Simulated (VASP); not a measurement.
Crystal: CaHBr.

```
Ca H Br
1.0
     3.85800    0.00000    0.00000
     0.00000    3.85800    0.00000
     0.00000    0.00000    7.91100
Ca H Br
2 2 2
Cartesian
  0.0000 1.9290 1.1075
  1.9290 0.0000 6.8035
  0.0000 0.0000 0.0000
  1.9290 1.9290 0.0000
  0.0000 1.9290 5.3004
  1.9290 0.0000 2.6106
```

- Program: VASP 6.6.1
- Task: relaxation of cell and atoms
- Functional: LDA
- Potentials or basis: VASP PAW LDA potentials, release 64 (Ca_sv, H, Br)
- Cutoff: 600 eV
- k mesh: 7 × 7 × 3
- Occupations: fermi-dirac, width 0.05 eV
- Spin: no spin polarisation

At the start: pressure -2.5 GPa; volume 19.62 Å³/atom.

How do energy, volume and symmetry change on relaxing?

Over 18 steps the energy falls by 52.6 meV/atom and the volume is 17.71 Å³/atom (-9.8 %); space group P4/nmm (No. 129, to 0.1 Å) before and after.

The path:
```csv
step,energy change (eV),largest force (eV/Å),pressure (GPa),volume (Å³)
1,0.0000,1.1303,-2.46,117.75
2,-0.1929,0.8070,-0.86,112.69
3,-0.2634,0.3796,1.54,107.28
4,-0.2640,0.4151,1.33,107.68
5,-0.2927,0.1470,0.30,109.68
6,-0.2957,0.1383,-0.14,110.59
7,-0.2985,0.1198,-0.13,110.39
8,-0.3038,0.0620,-0.06,109.76
9,-0.2987,0.0628,0.13,108.51
10,-0.3045,0.0299,0.00,109.43
11,-0.3066,0.0223,-0.10,109.25
12,-0.3095,0.0880,-0.36,108.69
13,-0.3106,0.0852,-0.28,108.34
14,-0.3129,0.0783,-0.02,107.28
15,-0.3126,0.0679,0.55,105.15
16,-0.3136,0.0732,0.26,106.26
17,-0.3146,0.0432,0.16,106.25
18,-0.3153,0.0022,0.02,106.23
```

Final structure:
```
CELL_PARAMETERS angstrom
3.78615 0.00000 0.00000
0.00000 3.78615 0.00000
0.00000 0.00000 7.41088
ATOMIC_POSITIONS crystal
Ca 0.00000 0.50000 0.17011
Ca 0.50000 0.00000 0.82989
H 0.00000 0.00000 0.00000
H 0.50000 0.50000 0.00000
Br 0.00000 0.50000 0.66307
Br 0.50000 0.00000 0.33693
```
